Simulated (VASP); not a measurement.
# MnO (Fm-3m) in VASP: single point with LDA

Aim: the single point of MnO with LDA.

Program: VASP 6.6.1. These are calculated values, not measurements. Logs are shortened: lines on timing, memory, paths and dates and some standing lists are left out, and cuts for length are marked.

## 1. The cell of the first run

Symmetry: Fm-3m, No. 225, cubic system. Conventional cell: a = 4.444 Å, b = 4.444 Å, c = 4.444 Å, α = 90.00°, β = 90.00°, γ = 90.00°. Within 2.9 Å of Mn (site symmetry m-3m) lie 6 O at 2.22 Å. Within 2.9 Å of O (site symmetry m-3m) lie 6 Mn at 2.22 Å.

## 2. Single point, LDA, collinear spin, ferromagnetic start

INCAR reads:

```
  PREC = Accurate
  ENCUT = 520
  EDIFF = 1E-6
  ISMEAR = -1
  SIGMA = 0.05
  LREAL = F
  LASPH = T
  NELM = 150
  ALGO = Normal
  ISIF = 2
  LWAVE = F
  LCHARG = F
  ISPIN = 2
  MAGMOM = 4 0
  LORBIT = 11
  LMAXMIX = 4
  GGA = CA
  NBANDS = 20
```

KPOINTS reads:

```
regular mesh
0
Gamma
  16 16 16
```

POSCAR reads:

```
MnO
1.0
    0.0000000000      2.2220000000      2.2220000000
    2.2220000000      0.0000000000      2.2220000000
    2.2220000000      2.2220000000      0.0000000000
Mn O
1 1
Direct
    0.0000000000      0.0000000000      0.0000000000
    0.5000000000      0.5000000000      0.5000000000
```

Potentials or basis: VASP PAW LDA potentials, release 64 (Mn_pv, O).

Launch:

```console
cat potpaw_LDA.64/Mn_pv/POTCAR potpaw_LDA.64/O/POTCAR > POTCAR
mpirun -np 1 vasp_std > vasp.out
```

OUTCAR:

```text
PREC = Accurate
   ENCUT = 520
   EDIFF = 1E-6
   ISMEAR = -1
   LREAL = F
   LASPH = T
   NELM = 150
   ISIF = 2
   ISPIN = 2
   LORBIT = 11
   GGA = CA

 ion  position               nearest neighbor table
   1  0.000  0.000  0.000-   2 2.22   2 2.22   2 2.22   2 2.22   2 2.22   2 2.22
   2  0.500  0.500  0.500-   1 2.22   1 2.22   1 2.22   1 2.22   1 2.22   1 2.22

  LATTYP: Found a face centered cubic cell.
 ALAT       =     4.4440000000

  Lattice vectors:

 A1 = (   0.0000000000,   2.2220000000,   2.2220000000)
 A2 = (   2.2220000000,   0.0000000000,   2.2220000000)
 A3 = (   2.2220000000,   2.2220000000,   0.0000000000)

Analysis of symmetry for initial positions (statically):
=====================================================================
 Subroutine PRICEL returns:
 Original cell was already a primitive cell.

 Routine SETGRP: Setting up the symmetry group for a
 face centered cubic supercell.

 Subroutine GETGRP returns: Found 48 space group operations
 (whereof 48 operations were pure point group operations)
 out of a pool of 48 trial point group operations.

The static configuration has the point symmetry O_h .

Analysis of symmetry for dynamics (positions and initial velocities):
=====================================================================
 Subroutine PRICEL returns:
 Original cell was already a primitive cell.

 Routine SETGRP: Setting up the symmetry group for a
 face centered cubic supercell.

 Subroutine GETGRP returns: Found 48 space group operations
 (whereof 48 operations were pure point group operations)
 out of a pool of 48 trial point group operations.

The dynamic configuration has the point symmetry O_h .

Analysis of structural, dynamic, and magnetic symmetry:
=====================================================================
 Subroutine PRICEL returns:
 Original cell was already a primitive cell.

 Routine SETGRP: Setting up the symmetry group for a
 face centered cubic supercell.

 Subroutine GETGRP returns: Found 48 space group operations
 (whereof 48 operations were pure point group operations)
 out of a pool of 48 trial point group operations.

The overall configuration has the point symmetry O_h .

 Subroutine INISYM returns: Found 48 space group operations
 (whereof 48 operations are pure point group operations),
 and found     1 'primitive' translations

----------------------------------------------------------------------------------------

                                     Primitive cell

  volume of cell :      21.9413

  direct lattice vectors                    reciprocal lattice vectors
     0.000000000  2.222000000  2.222000000    -0.225022502  0.225022502  0.225022502
     2.222000000  0.000000000  2.222000000     0.225022502 -0.225022502  0.225022502
     2.222000000  2.222000000  0.000000000     0.225022502  0.225022502 -0.225022502

  length of vectors
     3.142382536  3.142382536  3.142382536     0.389750407  0.389750407  0.389750407

  position of ions in fractional coordinates (direct lattice)
     0.000000000  0.000000000  0.000000000
     0.500000000  0.500000000  0.500000000

  ion indices of the primitive-cell ions
   primitive index   ion index
                 1           1
                 2           2

----------------------------------------------------------------------------------------

 KPOINTS: regular mesh

Automatic generation of k-mesh.
 Grid dimensions read from file:
 generate k-points for:   16   16   16

 Generating k-lattice:

  Cartesian coordinates                     Fractional coordinates (reciprocal lattice)
    -0.014063906  0.014063906  0.014063906     0.062500000  0.000000000  0.000000000
     0.014063906 -0.014063906  0.014063906     0.000000000  0.062500000  0.000000000
     0.014063906  0.014063906 -0.014063906     0.000000000  0.000000000  0.062500000

  Length of vectors
     0.024359400  0.024359400  0.024359400

  Shift w.r.t. Gamma in fractional coordinates (k-lattice)
     0.000000000  0.000000000  0.000000000

 Subroutine IBZKPT returns following result:
 ===========================================

 Found    145 irreducible k-points:

 Following reciprocal coordinates:
            Coordinates               Weight
  0.000000  0.000000  0.000000      1.000000
  0.062500  0.000000  0.000000      8.000000
  0.125000  0.000000  0.000000      8.000000
  0.187500  0.000000  0.000000      8.000000
  0.250000  0.000000  0.000000      8.000000
  0.312500  0.000000  0.000000      8.000000
[... 16 lines left out ...]
 -0.125000  0.062500  0.000000     24.000000
 -0.062500  0.062500  0.000000     12.000000
 [... further k-points ...]
   k-points           NKPTS =    145   k-points in BZ     NKDIM =    145   number of bands    NBANDS=     20
   number of dos      NEDOS =    301   number of ions     NIONS =      2
   total plane-waves  NPLWV =  13824
   dimension x,y,z NGX =    24 NGY =   24 NGZ =   24
   dimension x,y,z NGXF=    48 NGYF=   48 NGZF=   48
   ions per type =               1   1
   NGX,Y,Z   is equivalent  to a cutoff of  12.70, 12.70, 12.70 a.u.
   NGXF,Y,Z  is equivalent  to a cutoff of  25.39, 25.39, 25.39 a.u.
 SYSTEM =  unknown system
   PREC   = accura    normal or accurate (medium, high low for compatibility)
   ISTART =      0    job   : 0-new  1-cont  2-samecut
   ICHARG =      2    charge: 1-file 2-atom 10-const
   ISPIN  =      2    spin polarized calculation?
   LNONCOLLINEAR =      F non collinear calculations
   LSORBIT =      F    spin-orbit coupling
   LASPH  =      T    aspherical Exc in radial PAW
   ENCUT  =  520.0 eV  38.22 Ry    6.18 a.u.   5.84  5.84  5.84*2*pi/ulx,y,z
   NELM   =    150;   NELMIN=  2; NELMDL= -5     # of ELM steps
   EDIFF  = 0.1E-05   stopping-criterion for ELM
   LREAL  =      F    real-space projection
   EDIFFG = 0.1E-04   stopping-criterion for IOM
   NSW    =      0    number of steps for IOM
   IBRION =     -1    ionic relax: 0-MD 1-quasi-New 2-CG
   NFREE  =      0    steps in history (QN), initial steepest desc. (CG)
   ISIF   =      2    stress and relaxation
   ISYM   =      2    0-nonsym 1-usesym 2-fastsym
   POTIM  = 0.5000    time-step for ionic-motion
   TEBEG  =    0.0;   TEEND  =   0.0 temperature during run
   PSTRESS=    0.0 pullay stress
   NELECT =      19.0000    total number of electrons
   NUPDOWN=      -1.0000    fix difference up-down
   EMIN   =  10.00;   EMAX   =-10.00  energy-range for DOS
   EFERMI =   0.00;   METHOD = LEGACY
   ISMEAR =    -1;   SIGMA  =   0.05  broadening in eV -4-tet -1-fermi 0-gaus
   EFERMI_NEDOS =   21; number of points for ismear=-14 and -15
   IALGO  =     38    algorithm
   IMIX   =      4    mixing-type and parameters
     AMIX     =   0.40;   BMIX     =  1.00
     AMIX_MAG =   1.60;   BMIX_MAG =  1.00
  volume/ion in A,a.u.               =      10.97        74.03
  Fermi-wavevector in a.u.,A,eV,Ry     =   1.560410  2.948747 33.128533  2.434878
  Thomas-Fermi vector in A             =   2.663626
   LORBIT       =     11    0 simple, 1 ext, 2 COOP (PROOUT), +10 PAW based schemes
   GGA     = CA    functional components
   LHFCALC =     F    Hartree Fock is set to
   AEXX    =    0.0000 exact exchange contribution
   IVDW    =     0    specifies the selected vdW correction
   LEPSILON=     F    determine dielectric tensor
   LRPA    =     F    only Hartree local field effects (RPA)
 spin polarized calculation
  energy-cutoff  :      520.00
  volume of cell :       21.94
 maximum number of plane-waves:       609
   NGX = 11   NGY = 11   NGZ = 11

 number of electron      18.9999992 magnetization       4.5406847

 Free energy of the ion-electron system (eV)
  ---------------------------------------------------
  ext. energy  EPLUGINS =         0.00000000
  ---------------------------------------------------
  free energy    TOTEN  =       -17.59478175 eV

  energy without entropy =      -17.58545089  energy(sigma->0) =      -17.59011632

 E-fermi :   7.1980     XC(G=0): -12.3964

 val. band max:        7.1975996542   @ k =  -0.4375   0.1875   0.0000
 cond. band min:       7.2075217772   @ k =  -0.1875   0.1875   0.0000
 fundamental gap:      0.0099221230
 Fermi energy:         7.1979558605

 spin component 1

 k-point     1 :       0.0000    0.0000    0.0000
  band No.  band energies     occupation
      1     -42.5156      1.00000
      2     -42.5156      1.00000
      3     -42.5156      1.00000
      4     -12.8365      1.00000
      5       3.3751      1.00000
      6       3.3751      1.00000
[... 12 lines left out ...]
     19      26.8932      0.00000
     20      26.8932      0.00000

 k-point     2 :       0.0625    0.0000    0.0000
  band No.  band energies     occupation
      1     -42.5181      1.00000
      2     -42.5159      1.00000
      3     -42.5159      1.00000
      4     -12.8013      1.00000
      5       2.9958      1.00000
      6       3.1475      1.00000
[... 12 lines left out ...]
     19      26.5405      0.00000
     20      27.3767      0.00000

 k-point     3 :       0.1250    0.0000    0.0000
  band No.  band energies     occupation
      1     -42.5255      1.00000
      2     -42.5168      1.00000
      3     -42.5168      1.00000
      4     -12.7000      1.00000
      5       2.2423      1.00000
      6       2.7140      1.00000
[... 12 lines left out ...]
     19      26.1272      0.00000
     20      28.5488      0.00000

 k-point     4 :       0.1875    0.0000    0.0000
  band No.  band energies     occupation
      1     -42.5364      1.00000
      2     -42.5182      1.00000
      3     -42.5182      1.00000
      4     -12.5441      1.00000
      5       1.4092      1.00000
      6       2.2698      1.00000
[... 429 lines left out ...]
 k-point    23 :      -0.1250    0.0625    0.0000
  band No.  band energies     occupation
      1     -42.5298      1.00000
      2     -42.5194      1.00000
      3     -42.5167      1.00000
      4     -12.6263      1.00000
      5       1.7914      1.00000
      6       2.3920      1.00000
[... 12 lines left out ...]
     19      27.1190      0.00000
     20      29.5925      0.00000

 k-point    24 :      -0.0625    0.0625    0.0000
  band No.  band energies     occupation
      1     -42.5217      1.00000
      2     -42.5175      1.00000
      3     -42.5160      1.00000
      4     -12.7446      1.00000
      5       2.4925      1.00000
      6       2.8078      1.00000
[... 12 lines left out ...]
     19      26.9860      0.00000
     20      28.2934      0.00000

 [... further k-points ...]

 spin component 2

 k-point     1 :       0.0000    0.0000    0.0000
  band No.  band energies     occupation
      1     -38.4227      1.00000
      2     -38.4227      1.00000
      3     -38.4227      1.00000
      4     -12.3917      1.00000
      5       3.7958      1.00000
      6       3.7958      1.00000
[... 12 lines left out ...]
     19      28.5616      0.00000
     20      28.5616      0.00000

 k-point     2 :       0.0625    0.0000    0.0000
  band No.  band energies     occupation
      1     -38.4260      1.00000
      2     -38.4231      1.00000
      3     -38.4231      1.00000
      4     -12.3571      1.00000
      5       3.5286      1.00000
      6       3.7104      1.00000
[... 12 lines left out ...]
     19      28.1434      0.00000
     20      29.0072      0.00000

 k-point     3 :       0.1250    0.0000    0.0000
  band No.  band energies     occupation
      1     -38.4353      1.00000
      2     -38.4242      1.00000
      3     -38.4242      1.00000
      4     -12.2579      1.00000
      5       2.8930      1.00000
      6       3.4870      1.00000
[... 12 lines left out ...]
     19      27.6386      0.00000
     20      30.0736      0.00000

 k-point     4 :       0.1875    0.0000    0.0000
  band No.  band energies     occupation
      1     -38.4492      1.00000
      2     -38.4259      1.00000
      3     -38.4259      1.00000
      4     -12.1054      1.00000
      5       2.1260      1.00000
      6       3.1937      1.00000
[... 429 lines left out ...]
 k-point    23 :      -0.1250    0.0625    0.0000
  band No.  band energies     occupation
      1     -38.4407      1.00000
      2     -38.4273      1.00000
      3     -38.4240      1.00000
      4     -12.1857      1.00000
      5       2.5052      1.00000
      6       3.2935      1.00000
[... 12 lines left out ...]
     19      28.5974      0.00000
     20      31.0814      0.00000

 k-point    24 :      -0.0625    0.0625    0.0000
  band No.  band energies     occupation
      1     -38.4305      1.00000
      2     -38.4250      1.00000
      3     -38.4231      1.00000
      4     -12.3015      1.00000
      5       3.1373      1.00000
      6       3.5501      1.00000
[... 12 lines left out ...]
     19      28.5398      0.00000
     20      29.8872      0.00000

 [... further k-points ...]

------------------------ aborting loop because EDIFF is reached ----------------------------------------

  FORCE on cell =-STRESS in cart. coord.  units (eV):
  Direction    XX          YY          ZZ          XY          YZ          ZX
  --------------------------------------------------------------------------------------
  -------------------------------------------------------------------------------------
  Total       -2.3486190     -2.3486190     -2.3486190      0.0000000      0.0000000      0.0000000
  in kB     -171.4987612   -171.4987612   -171.4987612      0.0000000      0.0000000      0.0000000
  external PRESSURE =    -171.4987612 kB  Pullay stress =       0.0000000 kB

 VOLUME and BASIS-vectors are now :
 -----------------------------------------------------------------------------
  energy-cutoff  :      520.00
  volume of cell :       21.94
      direct lattice vectors                 reciprocal lattice vectors
     0.000000000  2.222000000  2.222000000    -0.225022502  0.225022502  0.225022502
     2.222000000  0.000000000  2.222000000     0.225022502 -0.225022502  0.225022502
     2.222000000  2.222000000  0.000000000     0.225022502  0.225022502 -0.225022502

 POSITION                                       TOTAL-FORCE (eV/Angst)
 -----------------------------------------------------------------------------------
      0.00000      0.00000      0.00000        -0.000000     -0.000000     -0.000000
      2.22200      2.22200      2.22200         0.000000      0.000000      0.000000
 -----------------------------------------------------------------------------------
    total drift:                                0.000000     -0.000000     -0.000000

  FREE ENERGIE OF THE ION-ELECTRON SYSTEM (eV)
  ---------------------------------------------------
  free  energy   TOTEN  =       -17.5947817472 eV

  energy  without entropy=      -17.5854508864  energy(sigma->0) =      -17.59011632

 total charge

# of ion       s       p       d       tot
------------------------------------------
    1        0.207   6.177   4.996  11.379
    2        1.550   3.376   0.000   4.926
--------------------------------------------------
tot          1.757   9.553   4.996  16.305

 magnetization (x)

# of ion       s       p       d       tot
------------------------------------------
    1        0.029   0.020   4.075   4.124
    2        0.029   0.156   0.000   0.185
--------------------------------------------------
tot          0.058   0.176   4.075   4.309
```

It took 3.4 min on 1 thread of AMD EPYC 7R43 (Zen 3), shared host; peak memory 0.17 GiB.

What came out:

| Quantity | Value |
| --- | --- |
| Free energy | -17.5948 eV |
| Pressure | -17.1 GPa |
| Net moment | 4.54 μB per cell |
| Site moments | Mn +4.12; O +0.18 μB |
| Valence electrons inside the program's atomic spheres | Mn 11.38; O 4.93 |

Caveat: a cell with one magnetic atom can't hold antiferromagnetic order, which such compounds often take; semilocal functionals often make such compounds metallic where correlation or magnetic order opens a gap, which also shifts bond lengths. With open d or f shells a metallic result of LDA can be an artefact of self-interaction; +U or a hybrid may open a gap.
